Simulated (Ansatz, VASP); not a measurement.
One calculation of Be2C, two programs

The input POSCAR:

```
Be2C
1.0
    0.0000000000      2.1604856744      2.1604856744
    2.1604856744      0.0000000000      2.1604856744
    2.1604856744      2.1604856744      0.0000000000
Be C
2 1
Direct
    0.7500000000      0.7500000000      0.7500000000
    0.2500000000      0.2500000000      0.2500000000
    0.0000000000      0.0000000000      0.0000000000
```

Contents of INCAR.step1:

```
SYSTEM = Be2C
PREC = Accurate
ENCUT = 520
EDIFF = 1E-5
ISMEAR = 0
SIGMA = 0.01
LREAL = .False.
LASPH = .True.
NELM = 120
ALGO = Normal
ISIF = 2
LWAVE = .True.
LCHARG = .False.
GGA = PE
NBANDS = 11
GGA_COMPAT = .False.
```

INCAR.step2

```
SYSTEM = Be2C
PREC = Accurate
ENCUT = 520
EDIFF = 1E-6
ISMEAR = 0
SIGMA = 0.01
LREAL = .False.
LASPH = .True.
NELM = 120
ALGO = Normal
ISIF = 2
LWAVE = .False.
LCHARG = .False.
GGA = PE
LHFCALC = .True.
HFSCREEN = 0.2079
PRECFOCK = Normal
ISTART = 1
NBANDS = 11
GGA_COMPAT = .False.
```

The input KPOINTS:

```
regular mesh
0
Gamma
  4 4 4
  0 0 0
```

Input for Ansatz:

```yaml
crystal:
  lattice:
    - [0.0, 2.1604856744, 2.1604856744]
    - [2.1604856744, 0.0, 2.1604856744]
    - [2.1604856744, 2.1604856744, 0.0]
  atoms:
    - { symbol: Be, position: [0.75, 0.75, 0.75] }
    - { symbol: Be, position: [0.25, 0.25, 0.25] }
    - { symbol: C, position: [0.0, 0.0, 0.0] }
kpoints:
  mp_grid: { grid: [4, 4, 4] }
hamiltonian:
  xc: hse06
scf:
  occupations: { method: fixed }
  n_extra_bands: 4
output:
  forces: true
  stress: true
  eigenvalues: true
basis:
  ecutwfc: 600
```

Alike in both runs: task single point; functional HSE06; k mesh 4 × 4 × 4; no spin polarisation.

|  | VASP | Ansatz |
| --- | --- | --- |
| version | VASP 6.6.1 | Ansatz 0.2.0 |
| potentials or method | VASP PAW PBE potentials, release 64 (Be, C), cutoff 520 eV | plane waves |
| occupations | gaussian, width 0.01 eV | fixed |
| valence electrons in the cell | 8 | 8 |

```csv
,VASP,Ansatz,Ansatz less VASP
gap on the k mesh at the Fermi level (eV),1.92,1.92,+0.006
pressure (GPa),-1.9,-2.1,-0.21
```

Ansatz's warnings: stress exchange threshold loose, stress scf threshold loose.

The k mesh is coarse, so the values compare programs but aren't converged.
